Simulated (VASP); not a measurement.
# Au (Fm-3m) in VASP: a series of runs

Au is run at these levels: PBEsol, PBE, r2SCAN; tasks: single point.

Everything below comes from runs of VASP 6.6.1. Logs are shortened: lines on timing, memory, paths and dates and some standing lists are left out, and cuts for length are marked.

**1. The cell of the first run**

It takes space group Fm-3m (No. 225, cubic). The conventional cell has a = 4.082 Å, b = 4.082 Å, c = 4.082 Å, α = 90.00°, β = 90.00°, γ = 90.00°. Within 3.8 Å of Au (site symmetry m-3m) lie 12 Au at 2.89 Å.

**2. Single point, PBEsol**

Input file INCAR:

```
PREC = Accurate ; ENCUT = 500
EDIFF = 1E-6 ; ISMEAR = -1
SIGMA = 0.05 ; LREAL = F
LASPH = T ; NELM = 120
ALGO = Normal ; ISIF = 2
LWAVE = F ; LCHARG = F
GGA = PS ; NBANDS = 12
GGA_COMPAT = F
```

Input file KPOINTS:

```
Automatic mesh
0
Gamma
  11 11 11
```

Input file POSCAR:

```
Au
1.0
    0.0000000000      2.0412400000      2.0412400000
    2.0412400000      0.0000000000      2.0412400000
    2.0412400000      2.0412400000      0.0000000000
Au
1
Direct
    0.0000000000      0.0000000000      0.0000000000
```

Potentials or basis: VASP PAW PBE potentials, release 64 (Au).

Started as:

```
$ cat potpaw_PBE.64/Au/POTCAR > POTCAR
$ mpirun -np 1 vasp_std > vasp.out
```

OUTCAR:

```text
PREC = Accurate
   ENCUT = 500
   EDIFF = 1E-6
   ISMEAR = -1
   LREAL = F
   LASPH = T
   NELM = 120
   ISIF = 2
   GGA = PS

 ion  position               nearest neighbor table
   1  0.000  0.000  0.000-

  LATTYP: Found a face centered cubic cell.
 ALAT       =     4.0824800000

  Lattice vectors:

 A1 = (   0.0000000000,   2.0412400000,   2.0412400000)
 A2 = (   2.0412400000,   0.0000000000,   2.0412400000)
 A3 = (   2.0412400000,   2.0412400000,   0.0000000000)

Analysis of symmetry for initial positions (statically):
=====================================================================
 Subroutine PRICEL returns:
 Original cell was already a primitive cell.

 Routine SETGRP: Setting up the symmetry group for a
 face centered cubic supercell.

 Subroutine GETGRP returns: Found 48 space group operations
 (whereof 48 operations were pure point group operations)
 out of a pool of 48 trial point group operations.

The static configuration has the point symmetry O_h .

Analysis of symmetry for dynamics (positions and initial velocities):
=====================================================================
 Subroutine PRICEL returns:
 Original cell was already a primitive cell.

 Routine SETGRP: Setting up the symmetry group for a
 face centered cubic supercell.

 Subroutine GETGRP returns: Found 48 space group operations
 (whereof 48 operations were pure point group operations)
 out of a pool of 48 trial point group operations.

The dynamic configuration has the point symmetry O_h .

 Subroutine INISYM returns: Found 48 space group operations
 (whereof 48 operations are pure point group operations),
 and found     1 'primitive' translations

----------------------------------------------------------------------------------------

                                     Primitive cell

  volume of cell :      17.0103

  direct lattice vectors                    reciprocal lattice vectors
     0.000000000  2.041240000  2.041240000    -0.244949149  0.244949149  0.244949149
     2.041240000  0.000000000  2.041240000     0.244949149 -0.244949149  0.244949149
     2.041240000  2.041240000  0.000000000     0.244949149  0.244949149 -0.244949149

  length of vectors
     2.886749292  2.886749292  2.886749292     0.424264371  0.424264371  0.424264371

  position of ions in fractional coordinates (direct lattice)
     0.000000000  0.000000000  0.000000000

  ion indices of the primitive-cell ions
   primitive index   ion index
                 1           1

----------------------------------------------------------------------------------------

 KPOINTS: Automatic mesh

Automatic generation of k-mesh.
 Grid dimensions read from file:
 generate k-points for:   11   11   11

 Generating k-lattice:

  Cartesian coordinates                     Fractional coordinates (reciprocal lattice)
    -0.022268104  0.022268104  0.022268104     0.090909091  0.000000000  0.000000000
     0.022268104 -0.022268104  0.022268104     0.000000000  0.090909091  0.000000000
     0.022268104  0.022268104 -0.022268104     0.000000000  0.000000000  0.090909091

  Length of vectors
     0.038569488  0.038569488  0.038569488

  Shift w.r.t. Gamma in fractional coordinates (k-lattice)
     0.000000000  0.000000000  0.000000000

 Subroutine IBZKPT returns following result:
 ===========================================

 Found     56 irreducible k-points:

 Following reciprocal coordinates:
            Coordinates               Weight
  0.000000  0.000000  0.000000      1.000000
  0.090909  0.000000  0.000000      8.000000
  0.181818  0.000000  0.000000      8.000000
  0.272727  0.000000  0.000000      8.000000
  0.363636  0.000000  0.000000      8.000000
  0.454545  0.000000  0.000000      8.000000
[... 16 lines left out ...]
 -0.272727  0.181818  0.000000     24.000000
 -0.181818  0.181818  0.000000     12.000000
 [... further k-points ...]
   k-points           NKPTS =     56   k-points in BZ     NKDIM =     56   number of bands    NBANDS=     12
   number of dos      NEDOS =    301   number of ions     NIONS =      1
   total plane-waves  NPLWV =  13824
   dimension x,y,z NGX =    24 NGY =   24 NGZ =   24
   dimension x,y,z NGXF=    48 NGYF=   48 NGZF=   48
   ions per type =               1
   NGX,Y,Z   is equivalent  to a cutoff of  13.82, 13.82, 13.82 a.u.
   NGXF,Y,Z  is equivalent  to a cutoff of  27.64, 27.64, 27.64 a.u.
 SYSTEM =  unknown system
   PREC   = accura    normal or accurate (medium, high low for compatibility)
   ISTART =      0    job   : 0-new  1-cont  2-samecut
   ICHARG =      2    charge: 1-file 2-atom 10-const
   ISPIN  =      1    spin polarized calculation?
   LNONCOLLINEAR =      F non collinear calculations
   LSORBIT =      F    spin-orbit coupling
   LASPH  =      T    aspherical Exc in radial PAW
   ENCUT  =  500.0 eV  36.75 Ry    6.06 a.u.   5.26  5.26  5.26*2*pi/ulx,y,z
   NELM   =    120;   NELMIN=  2; NELMDL= -5     # of ELM steps
   EDIFF  = 0.1E-05   stopping-criterion for ELM
   LREAL  =      F    real-space projection
   EDIFFG = 0.1E-04   stopping-criterion for IOM
   NSW    =      0    number of steps for IOM
   IBRION =     -1    ionic relax: 0-MD 1-quasi-New 2-CG
   NFREE  =      0    steps in history (QN), initial steepest desc. (CG)
   ISIF   =      2    stress and relaxation
   ISYM   =      2    0-nonsym 1-usesym 2-fastsym
   POTIM  = 0.5000    time-step for ionic-motion
   TEBEG  =    0.0;   TEEND  =   0.0 temperature during run
   PSTRESS=    0.0 pullay stress
   NELECT =      11.0000    total number of electrons
   NUPDOWN=      -1.0000    fix difference up-down
   EMIN   =  10.00;   EMAX   =-10.00  energy-range for DOS
   EFERMI =   0.00;   METHOD = LEGACY
   ISMEAR =    -1;   SIGMA  =   0.05  broadening in eV -4-tet -1-fermi 0-gaus
   EFERMI_NEDOS =   21; number of points for ismear=-14 and -15
   IALGO  =     38    algorithm
   IMIX   =      4    mixing-type and parameters
     AMIX     =   0.40;   BMIX     =  1.00
     AMIX_MAG =   1.60;   BMIX_MAG =  1.00
  volume/ion in A,a.u.               =      17.01       114.79
  Fermi-wavevector in a.u.,A,eV,Ry     =   1.415691  2.675267 27.268520  2.004180
  Thomas-Fermi vector in A             =   2.537103
   LORBIT       =      0    0 simple, 1 ext, 2 COOP (PROOUT), +10 PAW based schemes
   GGA     = PS    functional components
   LHFCALC =     F    Hartree Fock is set to
   AEXX    =    0.0000 exact exchange contribution
   IVDW    =     0    specifies the selected vdW correction
   LEPSILON=     F    determine dielectric tensor
   LRPA    =     F    only Hartree local field effects (RPA)
 non-spin polarized calculation
  energy-cutoff  :      500.00
  volume of cell :       17.01
 maximum number of plane-waves:       444
 NGX is ok and might be reduce to    24
   NGX = 11   NGY = 11   NGZ = 11

 number of electron      11.0000000 magnetization

 Free energy of the ion-electron system (eV)
  ---------------------------------------------------
  ext. energy  EPLUGINS =         0.00000000
  ---------------------------------------------------
  free energy    TOTEN  =        -3.93304143 eV

  energy without entropy =       -3.93169338  energy(sigma->0) =       -3.93236740

 E-fermi :   9.3191     XC(G=0): -12.8952

 val. band max:        9.1706215189   @ k =   0.4545   0.3636   0.0000
 cond. band min:       9.4217527874   @ k =  -0.4545   0.0909   0.0000
 fundamental gap:      0.2511312685
 Fermi energy:         9.3190718188

 k-point     1 :       0.0000    0.0000    0.0000
  band No.  band energies     occupation
      1      -0.6310      2.00000
      2       4.6219      2.00000
      3       4.6219      2.00000
      4       4.6219      2.00000
      5       6.1555      2.00000
      6       6.1555      2.00000
      7      23.8086      0.00000
      8      27.8106      0.00000
      9      27.8106      0.00000
     10      27.8106      0.00000
     11      32.6837      0.00000
     12      37.3684      0.00000

 k-point     2 :       0.0909    0.0000    0.0000
  band No.  band energies     occupation
      1      -0.3445      2.00000
      2       4.5309      2.00000
      3       4.7174      2.00000
      4       4.7174      2.00000
      5       6.1149      2.00000
      6       6.1149      2.00000
      7      24.1262      0.00000
      8      26.1811      0.00000
      9      28.1495      0.00000
     10      28.1495      0.00000
     11      33.4822      0.00000
     12      35.5654      0.00000

 k-point     3 :       0.1818    0.0000    0.0000
  band No.  band energies     occupation
      1       0.4432      2.00000
      2       4.3807      2.00000
      3       4.8905      2.00000
      4       4.8905      2.00000
      5       6.1178      2.00000
      6       6.1178      2.00000
      7      22.9915      0.00000
      8      24.9586      0.00000
      9      28.9686      0.00000
     10      28.9686      0.00000
     11      31.3807      0.00000
     12      33.5121      0.00000
[... 286 lines left out ...]
 k-point    23 :      -0.2727    0.1818    0.0000
  band No.  band energies     occupation
      1       2.6929      2.00000
      2       4.2356      2.00000
      3       4.6059      2.00000
      4       5.3069      2.00000
      5       6.1483      2.00000
      6       8.3810      2.00000
      7      17.7186      0.00000
      8      21.5395      0.00000
      9      25.7113      0.00000
     10      28.6323      0.00000
     11      30.4666      0.00000
     12      34.7336      0.00000

 k-point    24 :      -0.1818    0.1818    0.0000
  band No.  band energies     occupation
      1       1.9515      2.00000
      2       4.0051      2.00000
      3       4.8198      2.00000
      4       5.5001      2.00000
      5       5.5441      2.00000
      6       7.3576      2.00000
      7      20.6484      0.00000
      8      22.6258      0.00000
      9      26.9624      0.00000
     10      28.4829      0.00000
     11      31.1216      0.00000
     12      33.8200      0.00000

 [... further k-points ...]
[... 5 lines left out ...]
  --------------------------------------------------------------------------------------
  -------------------------------------------------------------------------------------
  Total       -0.0278268     -0.0278268     -0.0278268     -0.0000000      0.0000000     -0.0000000
  in kB       -2.6209680     -2.6209680     -2.6209680     -0.0000000      0.0000000     -0.0000000
  external PRESSURE =      -2.6209680 kB  Pullay stress =       0.0000000 kB

 VOLUME and BASIS-vectors are now :
 -----------------------------------------------------------------------------
  energy-cutoff  :      500.00
  volume of cell :       17.01
      direct lattice vectors                 reciprocal lattice vectors
     0.000000000  2.041240000  2.041240000    -0.244949149  0.244949149  0.244949149
     2.041240000  0.000000000  2.041240000     0.244949149 -0.244949149  0.244949149
     2.041240000  2.041240000  0.000000000     0.244949149  0.244949149 -0.244949149

 POSITION                                       TOTAL-FORCE (eV/Angst)
 -----------------------------------------------------------------------------------
      0.00000      0.00000      0.00000         0.000000      0.000000      0.000000
 -----------------------------------------------------------------------------------
    total drift:                               -0.000000      0.000000     -0.000000

  FREE ENERGIE OF THE ION-ELECTRON SYSTEM (eV)
  ---------------------------------------------------
  free  energy   TOTEN  =        -3.9330414275 eV

  energy  without entropy=       -3.9316933795  energy(sigma->0) =       -3.93236740
```

Run time: 5.5 s. Hardware: 1 thread of Intel Xeon 6975P-C, shared host; peak memory 0.14 GiB.

What came out:

```yaml
Free_energy: -3.9330 eV
Pressure: -0.3 GPa
```

Levels at points of the mesh, in eV from the Fermi level:
```csv
k point,band 4,band 5,band 6,band 7,band 8,band 9
"(0.00, 0.00, 0.00)",-4.70,-3.16,-3.16,14.49,18.49,18.49
```

Caveat: the PAW data sets were made with another functional, which shifts forces and pressure a little; spin-orbit coupling is left out, which moves the levels of the heavy elements.

**3. Single point, PBE**

Input file INCAR:

```
SYSTEM = Au
ALGO     = Normal         ! electronic algorithm
EDIFF    = 1E-6           ! SCF threshold, eV
ENCUT    = 500            ! plane-wave cutoff, eV
GGA      = PE             ! functional
GGA_COMPAT= .FALSE.      
ISIF     = 2              ! what is computed and relaxed
ISMEAR   = -1             ! smearing method
LASPH    = .TRUE.         ! aspherical terms in the spheres
LCHARG   = .FALSE.        ! write CHGCAR
LREAL    = .FALSE.        ! projectors in reciprocal space
LWAVE    = .FALSE.        ! write WAVECAR
NBANDS   = 12             ! bands
NELM     = 120            ! most SCF steps
PREC     = Accurate       ! precision mode
SIGMA    = 0.05           ! smearing width, eV
```

Input file KPOINTS:

```
k-points
0
G
  11 11 11
  0 0 0
```

POSCAR is that of step 2.

Potentials or basis: VASP PAW PBE potentials, release 64 (Au).

Started as:

```
$ cat potpaw_PBE.64/Au/POTCAR > POTCAR
$ mpirun -np 1 vasp_std > vasp.out
```

Wall time 6.6 s (1 thread of Intel Xeon 6975P-C, shared host); peak memory 0.14 GiB.

The run converged. Its results:

```yaml
Free_energy: -3.2054 eV
Pressure: 8.7 GPa
```

Levels at points of the mesh, in eV from the Fermi level:
```tsv
k point	band 4	band 5	band 6	band 7	band 8	band 9
(0.00, 0.00, 0.00)	-4.74	-3.22	-3.22	14.48	18.49	18.49
```

Caveat: spin-orbit coupling is left out, which moves the levels of the heavy elements.

**4. Single point, r2SCAN**

POSCAR is that of step 3.

Input file INCAR.step1:

```
SYSTEM = Au
PREC = Accurate ; ENCUT = 550
ISMEAR = -1 ; SIGMA = 0.05
LREAL = .False. ; LASPH = .True.
NELM = 120 ; NBANDS = 12
GGA = PE ; ALGO = Normal
EDIFF = 1E-5 ; LWAVE = .True.
LCHARG = .False. ; GGA_COMPAT = .False.
```

Input file INCAR.step2:

```
SYSTEM = Au
PREC = Accurate ; ENCUT = 550
EDIFF = 1E-6 ; ISMEAR = -1
SIGMA = 0.05 ; LREAL = .False.
LASPH = .True. ; NELM = 120
ALGO = Normal ; ISIF = 2
LWAVE = .False. ; LCHARG = .False.
METAGGA = R2SCAN ; LMIXTAU = .True.
NBANDS = 12 ; ISTART = 1
GGA_COMPAT = .False.
```

Input file KPOINTS:

```
regular mesh
0
Gamma
  11 11 11
  0 0 0
```

Started as:

```
$ cat potpaw_PBE.64/Au/POTCAR > POTCAR
$ cp INCAR.step1 INCAR
$ mpirun -np 1 vasp_std > vasp.out
$ cp INCAR.step2 INCAR
$ mpirun -np 1 vasp_std > vasp.out
```

Run time: 25 s. Hardware: 1 thread of Intel Xeon 6975P-C, shared host; peak memory 0.15 GiB.

It converged, with:

- Free energy: -50.5956 eV
- Pressure: 5.4 GPa

Levels at points of the mesh, in eV from the Fermi level:
```csv
k point,band 4,band 5,band 6,band 7,band 8,band 9
"(0.00, 0.00, 0.00)",-5.06,-3.52,-3.52,15.21,19.32,19.32
```

Caveat: the PAW data sets were made with another functional, which shifts forces and pressure a little; spin-orbit coupling is left out, which moves the levels of the heavy elements.

**5. Summary**

```tsv
level	cutoff (eV)	gap on the mesh (eV)	pressure (GPa)
PBEsol	500	none	-0.3
PBE	500	none	8.7
r2SCAN	550	none	5.4
```

Alike in all rows: task single point; potentials or basis VASP PAW PBE potentials, release 64 (Au); no spin polarisation; cell as given; k mesh 11 × 11 × 11; smearing fermi-dirac 0.05 eV.

Every run on the cell as given and a fine mesh finds a metal. The pressure there spans -0.3 GPa (PBEsol) to 8.7 GPa (PBE); a positive pressure means that this level wants a larger cell, a negative one a smaller.

Caveats: spin-orbit coupling is left out, which moves the levels of the heavy elements; the PAW data sets were made with another functional, which shifts forces and pressure a little (some runs).

Absolute energies hang on the potentials; compare differences alone.
